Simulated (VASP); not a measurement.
# Ca2Ge3Pd (P6_3/mmc) in VASP: a series of runs, part 2 of 2

VASP 6.6.1.

## (3) Single point, PBE

This run uses another cell than the first one, of 23.92 Å³/atom.

File INCAR:

```
SYSTEM = Ca2Ge3Pd
  ALGO = Normal
  EDIFF = 1E-7
  ENCUT = 520
  GGA = PE
  ISIF = 2
  ISMEAR = 0
  LASPH = .TRUE.
  LCHARG = .FALSE.
  LREAL = .FALSE.
  LWAVE = .FALSE.
  NBANDS = 84
  NELM = 100
  PREC = Accurate
  SIGMA = 0.1
```

File KPOINTS:

```
k-points
0
G
  6 6 1
  0 0 0
```

File POSCAR:

```
Ca2Ge3Pd
1.0
    3.9034429748      0.0000000000      0.0000000000
   -1.9517214874      3.3804807784      0.0000000000
    0.0000000000      0.0000000000     21.7548734197
Ca Ge Pd
4 6 2
Direct
    0.3333333333      0.6666666667      0.9040892224
    0.6666666667      0.3333333333      0.4040892224
    0.6666666667      0.3333333333      0.0959107776
    0.3333333333      0.6666666667      0.5959107776
    0.0000000000      0.0000000000      0.5000000000
    0.0000000000      0.0000000000      0.0000000000
    0.3333333333      0.6666666667      0.3076259548
    0.6666666667      0.3333333333      0.8076259548
    0.6666666667      0.3333333333      0.6923740452
    0.3333333333      0.6666666667      0.1923740452
    0.0000000000      0.0000000000      0.2500000000
    0.0000000000      0.0000000000      0.7500000000
```

Potentials or basis: VASP PAW PBE potentials, release 64 (Ca_sv, Ge_d, Pd).

On the command line:

```bash
cat potpaw_PBE.64/Ca_sv/POTCAR potpaw_PBE.64/Ge_d/POTCAR potpaw_PBE.64/Pd/POTCAR > POTCAR
mpirun -np 1 vasp_std > vasp.out
```

OUTCAR:

```text
SYSTEM = Ca2Ge3Pd
   EDIFF = 1E-7
   ENCUT = 520
   GGA = PE
   ISIF = 2
   ISMEAR = 0
   LASPH = .TRUE.
   LREAL = .FALSE.
   NELM = 100
   PREC = Accurate

 ion  position               nearest neighbor table
   1  0.333  0.667  0.904-
   2  0.667  0.333  0.404-
   3  0.667  0.333  0.096-
   4  0.333  0.667  0.596-
   5  0.000  0.000  0.500-
   6  0.000  0.000  0.000-
   7  0.333  0.667  0.308-  10 2.51  11 2.58  11 2.58  11 2.58
   8  0.667  0.333  0.808-   9 2.51  12 2.58  12 2.58  12 2.58
   9  0.667  0.333  0.692-   8 2.51  12 2.58  12 2.58  12 2.58
  10  0.333  0.667  0.192-   7 2.51  11 2.58  11 2.58  11 2.58
  11  0.000  0.000  0.250-   7 2.58  10 2.58   7 2.58  10 2.58   7 2.58  10 2.58
  12  0.000  0.000  0.750-   8 2.58   9 2.58   8 2.58   9 2.58   8 2.58   9 2.58

  LATTYP: Found a hexagonal cell.
 ALAT       =     3.9034429748
 C/A-ratio  =     5.5732525261

  Lattice vectors:

 A1 = (   3.9034429748,   0.0000000000,   0.0000000000)
 A2 = (  -1.9517214874,   3.3804807784,   0.0000000000)
 A3 = (   0.0000000000,   0.0000000000,  21.7548734197)

Analysis of symmetry for initial positions (statically):
=====================================================================
 Subroutine PRICEL returns:
 Original cell was already a primitive cell.

 Routine SETGRP: Setting up the symmetry group for a
 hexagonal supercell.

 Subroutine GETGRP returns: Found 24 space group operations
 (whereof 12 operations were pure point group operations)
 out of a pool of 24 trial point group operations.

The static configuration has the point symmetry D_3d.
 The point group associated with its full space group is D_6h.

Analysis of symmetry for dynamics (positions and initial velocities):
=====================================================================
 Subroutine PRICEL returns:
[... 140 lines left out ...]
   IVDW    =     0    specifies the selected vdW correction
   LEPSILON=     F    determine dielectric tensor
   LRPA    =     F    only Hartree local field effects (RPA)
 non-spin polarized calculation
 Gauss-broadening in eV      SIGMA  =   0.10
  energy-cutoff  :      520.00
  volume of cell :      287.07
 maximum number of plane-waves:      7767
 NGX is ok and might be reduce to    30
   NGX = 15   NGY = 15   NGZ = 81

 number of electron     143.9999939 magnetization

 Free energy of the ion-electron system (eV)
  ---------------------------------------------------
  ext. energy  EPLUGINS =         0.00000000
  ---------------------------------------------------
  free energy    TOTEN  =       -49.56810486 eV

  energy without entropy =      -49.53340194  energy(sigma->0) =      -49.55075340

 E-fermi :   4.3556     XC(G=0):  -9.8737

 val. band max:        4.3059534592   @ k =   0.3333   0.1667   0.0000
 cond. band min:       4.3883910333   @ k =   0.3333   0.0000   0.0000
 fundamental gap:      0.0824375741
 Fermi energy:         4.3556120699

 k-point     1 :       0.0000    0.0000    0.0000
  band No.  band energies     occupation
      1     -36.5080      2.00000
      2     -36.5079      2.00000
      3     -36.5074      2.00000
      4     -36.5074      2.00000
      5     -19.9959      2.00000
      6     -19.9959      2.00000
[... 598 lines left out ...]
     83       7.6224      0.00000
     84       7.6230      0.00000

------------------------ aborting loop because EDIFF is reached ----------------------------------------

  FORCE on cell =-STRESS in cart. coord.  units (eV):
  Direction    XX          YY          ZZ          XY          YZ          ZX
  --------------------------------------------------------------------------------------
  -------------------------------------------------------------------------------------
  Total        0.2799432      0.2799432      0.1344015      0.0000000     -0.0000000      0.0000000
  in kB        1.5624193      1.5624193      0.7501219      0.0000000     -0.0000000      0.0000000
  external PRESSURE =       1.2916535 kB  Pullay stress =       0.0000000 kB

 VOLUME and BASIS-vectors are now :
 -----------------------------------------------------------------------------
  energy-cutoff  :      520.00
  volume of cell :      287.07
      direct lattice vectors                 reciprocal lattice vectors
     3.903442975  0.000000000  0.000000000     0.256184093  0.147907955  0.000000000
    -1.951721487  3.380480778  0.000000000     0.000000000  0.295815911  0.000000000
     0.000000000  0.000000000 21.754873420     0.000000000  0.000000000  0.045966712

 POSITION                                       TOTAL-FORCE (eV/Angst)
 -----------------------------------------------------------------------------------
     -0.00000      2.25365     19.66835        -0.000000     -0.000000     -0.007580
      1.95172      1.12683      8.79091         0.000000      0.000000     -0.007580
      1.95172      1.12683      2.08653         0.000000      0.000000      0.007580
     -0.00000      2.25365     12.96396        -0.000000     -0.000000      0.007580
      0.00000      0.00000     10.87744        -0.000000      0.000000      0.000000
      0.00000      0.00000      0.00000        -0.000000      0.000000      0.000000
     -0.00000      2.25365      6.69236         0.000000     -0.000000     -0.002934
      1.95172      1.12683     17.56980         0.000000      0.000000     -0.002934
      1.95172      1.12683     15.06251         0.000000      0.000000      0.002934
     -0.00000      2.25365      4.18507        -0.000000     -0.000000      0.002934
      0.00000      0.00000      5.43872        -0.000000     -0.000000      0.000000
      0.00000      0.00000     16.31616        -0.000000      0.000000      0.000000
 -----------------------------------------------------------------------------------
    total drift:                                0.000000      0.000000      0.000000

  FREE ENERGIE OF THE ION-ELECTRON SYSTEM (eV)
  ---------------------------------------------------
  free  energy   TOTEN  =       -49.5681048553 eV

  energy  without entropy=      -49.5334019446  energy(sigma->0) =      -49.55075340
```

stdout:

```text
POSCAR found type information on POSCAR CaGePd
 POSCAR found :  3 types and      12 ions
 scaLAPACK will be used
 LDA part: xc-table for (Slater+PW92), standard interpolation
 POSCAR, INCAR and KPOINTS ok, starting setup
 FFT: planning ... GRIDC
 FFT: planning ... GRID_SOFT
 FFT: planning ... GRID
 WAVECAR not read
 entering main loop
```

Wall time 2.7 min (1 thread of AMD EPYC 9R45 (Zen 5), shared host); peak memory 0.4 GiB.

Results:

```yaml
Free_energy: -49.5681 eV
Pressure: 0.1 GPa
Largest_force: 0.008 eV/Å
Band_gap_on_the_k_mesh: zero (bands 72 and 73 overlap by 2.86 eV)
```

Forces in eV/Å, atoms in the order of the input:
```
Ca   0.000  0.000 -0.008
Ca   0.000  0.000 -0.008
Ca   0.000  0.000  0.008
Ca   0.000  0.000  0.008
Ge   0.000  0.000  0.000
Ge   0.000  0.000  0.000
Ge   0.000  0.000 -0.003
Ge   0.000  0.000 -0.003
Ge   0.000  0.000  0.003
Ge   0.000  0.000  0.003
Pd   0.000  0.000  0.000
Pd   0.000  0.000  0.000
```

The gap in the log of VASP goes by the Fermi energy; the results here count the filled bands.